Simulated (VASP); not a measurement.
# NdBi2S3 (R-3m) in VASP: single point with PBE

Aim: the single point of NdBi2S3 with PBE.

Everything below comes from runs of VASP 6.6.1. Logs are shortened: lines on timing, memory, paths and dates and some standing lists are left out, and cuts for length are marked.

## (1) The cell of the first run

The structure is trigonal, space group R-3m (No. 166). Conventional cell: a = 5.074 Å, b = 5.074 Å, c = 27.143 Å, α = 90.00°, β = 90.00°, γ = 120.00°. Within 4.1 Å of Nd (site symmetry -3m) lie 6 S at 3.08 Å and 6 Bi at 3.53 Å. Within 3.6 Å of Bi (site symmetry 3m) lie 5 S at 2.55 to 3.10 Å and 3 Nd at 3.53 Å. Within 3.9 Å of S (site symmetry 3m) lie 4 Bi at 2.93 to 3.10 Å and 3 Nd at 3.08 Å and 3 S at 3.49 Å. Within 3.4 Å of S (site symmetry -3m) lie 2 Bi at 2.55 Å.

The cell was built from a structure type or drawn by symmetry, and may not be a known phase.

## (2) Single point, PBE

The input, INCAR:

```
SYSTEM = NdBi2S3
PREC = Accurate
ENCUT = 500
EDIFF = 1E-6
ISMEAR = 0
SIGMA = 0.2
LREAL = .FALSE.
LASPH = .TRUE.
NELM = 200
ALGO = Normal
ISIF = 2
LWAVE = .FALSE.
LCHARG = .TRUE.
GGA = PE
LELF = .TRUE.
LVHAR = .TRUE.
NBANDS = 38
GGA_COMPAT = .FALSE.
LMAXMIX = 6
```

The input, KPOINTS:

```
Automatic mesh
0
G
  4 4 4
  0 0 0
```

The input, POSCAR:

```
NdBi2S3
1.0
    2.5367577336      1.4645977603      9.0476697911
   -2.5367577336      1.4645977603      9.0476697911
    0.0000000000     -2.9291955207      9.0476697911
Nd Bi S
1 2 3
Direct
    0.5000000000      0.5000000000      0.5000000000
    0.0938142785      0.0938142785      0.0938142785
    0.9061857215      0.9061857215      0.9061857215
    0.7982604903      0.7982604903      0.7982604903
    0.2017395097      0.2017395097      0.2017395097
    0.0000000000      0.0000000000      0.0000000000
```

Potentials or basis: VASP PAW PBE potentials, release 64 (Nd_3, Bi_d, S), 4f in core.

Started as:

```
cat potpaw_PBE.64/Nd_3/POTCAR potpaw_PBE.64/Bi_d/POTCAR potpaw_PBE.64/S/POTCAR > POTCAR
mpirun -np 1 vasp_std > vasp.out
```

OUTCAR:

```text
SYSTEM = NdBi2S3
   PREC = Accurate
   ENCUT = 500
   EDIFF = 1E-6
   ISMEAR = 0
   LREAL = .FALSE.
   LASPH = .TRUE.
   NELM = 200
   ISIF = 2
   GGA = PE

 ion  position               nearest neighbor table
   1  0.500  0.500  0.500-   5 3.08   4 3.08   5 3.08   5 3.08   4 3.08   4 3.08   3 3.53   2 3.53
                             3 3.53   2 3.53   3 3.53   2 3.53
   2  0.094  0.094  0.094-   6 2.55   5 2.93   4 3.10   4 3.10   4 3.10   1 3.53   1 3.53   1 3.53

   3  0.906  0.906  0.906-   6 2.55   4 2.93   5 3.10   5 3.10   5 3.10   1 3.53   1 3.53   1 3.53

   4  0.798  0.798  0.798-   3 2.93   1 3.08   1 3.08   1 3.08   2 3.10   2 3.10   2 3.10
   5  0.202  0.202  0.202-   2 2.93   1 3.08   1 3.08   1 3.08   3 3.10   3 3.10   3 3.10
   6  0.000  0.000  0.000-   2 2.55   3 2.55

  LATTYP: Found a trigonal (rhomboedric) cell.
 ALAT       =     9.5100218216
 COS(alpha) =     0.8576934288

  Lattice vectors:

 A1 = (   2.5367577336,   1.4645977603,   9.0476697911)
 A2 = (  -2.5367577336,   1.4645977603,   9.0476697911)
 A3 = (   0.0000000000,  -2.9291955207,   9.0476697911)

Analysis of symmetry for initial positions (statically):
=====================================================================
 Subroutine PRICEL returns:
 Original cell was already a primitive cell.

 Routine SETGRP: Setting up the symmetry group for a
 trigonal (rhombohedral) supercell.

 Subroutine GETGRP returns: Found 12 space group operations
 (whereof 12 operations were pure point group operations)
 out of a pool of 12 trial point group operations.

The static configuration has the point symmetry D_3d.

Analysis of symmetry for dynamics (positions and initial velocities):
=====================================================================
 Subroutine PRICEL returns:
 Original cell was already a primitive cell.

 Routine SETGRP: Setting up the symmetry group for a
 trigonal (rhombohedral) supercell.

 Subroutine GETGRP returns: Found 12 space group operations
 (whereof 12 operations were pure point group operations)
 out of a pool of 12 trial point group operations.

The dynamic configuration has the point symmetry D_3d.

 Subroutine INISYM returns: Found 12 space group operations
 (whereof 12 operations are pure point group operations),
 and found     1 'primitive' translations

----------------------------------------------------------------------------------------

                                     Primitive cell

  volume of cell :     201.6905

  direct lattice vectors                    reciprocal lattice vectors
     2.536757734  1.464597760  9.047669791     0.197101991  0.113796888  0.036841899
    -2.536757734  1.464597760  9.047669791    -0.197101991  0.113796888  0.036841899
     0.000000000 -2.929195521  9.047669791     0.000000000 -0.227593775  0.036841899

  length of vectors
     9.510021822  9.510021822  9.510021822     0.230556397  0.230556397  0.230556397

  position of ions in fractional coordinates (direct lattice)
     0.500000000  0.500000000  0.500000000
     0.093814278  0.093814278  0.093814278
     0.906185722  0.906185722  0.906185722
     0.798260490  0.798260490  0.798260490
     0.201739510  0.201739510  0.201739510
     0.000000000  0.000000000  0.000000000

  ion indices of the primitive-cell ions
   primitive index   ion index
                 1           1
                 2           2
                 3           3
                 4           4
                 5           5
                 6           6

----------------------------------------------------------------------------------------

 KPOINTS: Automatic mesh

Automatic generation of k-mesh.
 Grid dimensions read from file:
 generate k-points for:    4    4    4

 Generating k-lattice:

  Cartesian coordinates                     Fractional coordinates (reciprocal lattice)
     0.049275498  0.028449222  0.009210475     0.250000000  0.000000000  0.000000000
    -0.049275498  0.028449222  0.009210475     0.000000000  0.250000000  0.000000000
     0.000000000 -0.056898444  0.009210475     0.000000000  0.000000000  0.250000000

  Length of vectors
     0.057639099  0.057639099  0.057639099

  Shift w.r.t. Gamma in fractional coordinates (k-lattice)
     0.000000000  0.000000000  0.000000000

 Subroutine IBZKPT returns following result:
 ===========================================

 Found     13 irreducible k-points:

 Following reciprocal coordinates:
            Coordinates               Weight
  0.000000  0.000000  0.000000      1.000000
  0.250000  0.000000  0.000000      6.000000
  0.500000  0.000000  0.000000      3.000000
  0.250000  0.250000  0.000000      6.000000
  0.500000  0.250000  0.000000     12.000000
 -0.250000  0.250000  0.000000      6.000000
  0.500000  0.500000  0.000000      3.000000
  0.250000  0.250000  0.250000      2.000000
  0.500000  0.250000  0.250000      6.000000
 -0.250000  0.250000  0.250000      6.000000
  0.500000  0.500000  0.250000      6.000000
 -0.250000  0.500000  0.250000      6.000000
  0.500000  0.500000  0.500000      1.000000
   k-points           NKPTS =     13   k-points in BZ     NKDIM =     13   number of bands    NBANDS=     38
   number of dos      NEDOS =    301   number of ions     NIONS =      6
   total plane-waves  NPLWV = 343000
   dimension x,y,z NGX =    70 NGY =   70 NGZ =   70
   dimension x,y,z NGXF=   140 NGYF=  140 NGZF=  140
   ions per type =               1   2   3
   NGX,Y,Z   is equivalent  to a cutoff of  12.24, 12.24, 12.24 a.u.
   NGXF,Y,Z  is equivalent  to a cutoff of  24.47, 24.47, 24.47 a.u.
 SYSTEM =  NdBi2S3
   PREC   = accura    normal or accurate (medium, high low for compatibility)
   ISTART =      0    job   : 0-new  1-cont  2-samecut
   ICHARG =      2    charge: 1-file 2-atom 10-const
   ISPIN  =      1    spin polarized calculation?
   LNONCOLLINEAR =      F non collinear calculations
   LSORBIT =      F    spin-orbit coupling
   LASPH  =      T    aspherical Exc in radial PAW
   ENCUT  =  500.0 eV  36.75 Ry    6.06 a.u.  17.34 17.34 17.34*2*pi/ulx,y,z
   NELM   =    200;   NELMIN=  2; NELMDL= -5     # of ELM steps
   EDIFF  = 0.1E-05   stopping-criterion for ELM
   LREAL  =      F    real-space projection
   EDIFFG = 0.1E-04   stopping-criterion for IOM
   NSW    =      0    number of steps for IOM
   IBRION =     -1    ionic relax: 0-MD 1-quasi-New 2-CG
   NFREE  =      0    steps in history (QN), initial steepest desc. (CG)
   ISIF   =      2    stress and relaxation
   ISYM   =      2    0-nonsym 1-usesym 2-fastsym
   POTIM  = 0.5000    time-step for ionic-motion
   TEBEG  =    0.0;   TEEND  =   0.0 temperature during run
   PSTRESS=    0.0 pullay stress
   NELECT =      59.0000    total number of electrons
   NUPDOWN=      -1.0000    fix difference up-down
   EMIN   =  10.00;   EMAX   =-10.00  energy-range for DOS
   EFERMI =   0.00;   METHOD = LEGACY
   ISMEAR =     0;   SIGMA  =   0.20  broadening in eV -4-tet -1-fermi 0-gaus
   EFERMI_NEDOS =   21; number of points for ismear=-14 and -15
   IALGO  =     38    algorithm
   IMIX   =      4    mixing-type and parameters
     AMIX     =   0.40;   BMIX     =  1.00
     AMIX_MAG =   1.60;   BMIX_MAG =  1.00
  volume/ion in A,a.u.               =      33.62       226.85
  Fermi-wavevector in a.u.,A,eV,Ry     =   1.086752  2.053663 16.068883  1.181030
  Thomas-Fermi vector in A             =   2.222896
   LORBIT       =      0    0 simple, 1 ext, 2 COOP (PROOUT), +10 PAW based schemes
   GGA     = PE    functional components
   LHFCALC =     F    Hartree Fock is set to
   AEXX    =    0.0000 exact exchange contribution
   IVDW    =     0    specifies the selected vdW correction
   LEPSILON=     F    determine dielectric tensor
   LRPA    =     F    only Hartree local field effects (RPA)
 non-spin polarized calculation
 Gauss-broadening in eV      SIGMA  =   0.20
  energy-cutoff  :      500.00
  volume of cell :      201.69
 maximum number of plane-waves:      5163
 NGX is ok and might be reduce to    70
   NGX = 35   NGY = 35   NGZ = 35

 number of electron      59.0000006 magnetization

 Free energy of the ion-electron system (eV)
  ---------------------------------------------------
  ext. energy  EPLUGINS =         0.00000000
  ---------------------------------------------------
  free energy    TOTEN  =       -27.02245906 eV

  energy without entropy =      -26.96832008  energy(sigma->0) =      -26.99538957

 E-fermi :   3.3857     XC(G=0):  -8.2958

 val. band max:        3.3719163753   @ k =  -0.2500   0.2500   0.2500
 cond. band min:       3.5611280252   @ k =   0.5000   0.5000   0.0000
 fundamental gap:      0.1892116499
 Fermi energy:         3.3857131870

 k-point     1 :       0.0000    0.0000    0.0000
  band No.  band energies     occupation
      1     -35.0708      2.00000
      2     -19.7490      2.00000
      3     -19.7400      2.00000
      4     -19.7082      2.00000
      5     -19.7082      2.00000
      6     -19.7040      2.00000
[... 30 lines left out ...]
     37       6.8449      0.00000
     38       7.4946      0.00000

 k-point     2 :       0.2500    0.0000    0.0000
  band No.  band energies     occupation
      1     -35.0701      2.00000
      2     -19.7485      2.00000
      3     -19.7388      2.00000
      4     -19.7070      2.00000
      5     -19.7064      2.00000
      6     -19.7053      2.00000
[... 30 lines left out ...]
     37       7.2992      0.00000
     38       7.6286      0.00000

 k-point     3 :       0.5000    0.0000    0.0000
  band No.  band energies     occupation
      1     -35.0693      2.00000
      2     -19.7481      2.00000
      3     -19.7377      2.00000
      4     -19.7069      2.00000
      5     -19.7062      2.00000
      6     -19.7041      2.00000
[... 30 lines left out ...]
     37       6.8698      0.00000
[... 330 lines left out ...]
 k-point    12 :      -0.2500    0.5000    0.2500
  band No.  band energies     occupation
      1     -35.0693      2.00000
      2     -19.7487      2.00000
      3     -19.7370      2.00000
      4     -19.7068      2.00000
      5     -19.7051      2.00000
      6     -19.7041      2.00000
[... 30 lines left out ...]
     37       7.1737      0.00000
     38       7.3445      0.00000

 k-point    13 :       0.5000    0.5000    0.5000
  band No.  band energies     occupation
      1     -35.0708      2.00000
      2     -19.7509      2.00000
      3     -19.7379      2.00000
      4     -19.7080      2.00000
      5     -19.7080      2.00000
      6     -19.7042      2.00000
[... 30 lines left out ...]
     37       7.3915      0.00000
     38       8.0244      0.00000

------------------------ aborting loop because EDIFF is reached ----------------------------------------

  FORCE on cell =-STRESS in cart. coord.  units (eV):
  Direction    XX          YY          ZZ          XY          YZ          ZX
  --------------------------------------------------------------------------------------
  -------------------------------------------------------------------------------------
  Total       -0.1856760     -0.1856760     -0.0517597      0.0000000      0.0000000      0.0000000
  in kB       -1.4749626     -1.4749626     -0.4111659      0.0000000      0.0000000      0.0000000
  external PRESSURE =      -1.1203637 kB  Pullay stress =       0.0000000 kB

 VOLUME and BASIS-vectors are now :
 -----------------------------------------------------------------------------
  energy-cutoff  :      500.00
  volume of cell :      201.69
      direct lattice vectors                 reciprocal lattice vectors
     2.536757734  1.464597760  9.047669791     0.197101991  0.113796888  0.036841899
    -2.536757734  1.464597760  9.047669791    -0.197101991  0.113796888  0.036841899
     0.000000000 -2.929195521  9.047669791     0.000000000 -0.227593775  0.036841899

 POSITION                                       TOTAL-FORCE (eV/Angst)
 -----------------------------------------------------------------------------------
      0.00000     -0.00000     13.57150         0.000000     -0.000000     -0.000000
      0.00000     -0.00000      2.54640         0.000000      0.000000     -0.056814
      0.00000     -0.00000     24.59661         0.000000     -0.000000      0.056814
      0.00000     -0.00000     21.66719         0.000000      0.000000     -0.014672
      0.00000     -0.00000      5.47582         0.000000     -0.000000      0.014672
      0.00000      0.00000      0.00000         0.000000     -0.000000     -0.000000
 -----------------------------------------------------------------------------------
    total drift:                                0.000000     -0.000000      0.000000

  FREE ENERGIE OF THE ION-ELECTRON SYSTEM (eV)
  ---------------------------------------------------
  free  energy   TOTEN  =       -27.0224590563 eV

  energy  without entropy=      -26.9683200813  energy(sigma->0) =      -26.99538957
```

It took 6.4 min on 1 thread of Intel Xeon Platinum 8488C (Sapphire Rapids), shared host; peak memory 0.67 GiB.

Results:

| Quantity | Value |
| --- | --- |
| Free energy | -27.0225 eV |
| Pressure | -0.1 GPa |
| Largest force | 0.057 eV/Å |
| Band gap on the k mesh | zero (an odd number of electrons rules out a gap without spin polarisation) |

Forces in eV/Å, atoms in the order of the input:
```
Nd   0.000  0.000  0.000
Bi   0.000  0.000 -0.057
Bi   0.000  0.000  0.057
S    0.000  0.000 -0.015
S    0.000  0.000  0.015
S    0.000  0.000  0.000
```

Caveat: the k points lie up to 0.36 Å⁻¹ apart, too coarse for converged energies and pressures of a metal; spin-orbit coupling is left out, which moves the levels of the heavy elements; the 4f electrons are frozen in the core, so they carry no moment and show no levels; the run has no spin polarisation, though such a crystal can be magnetic.
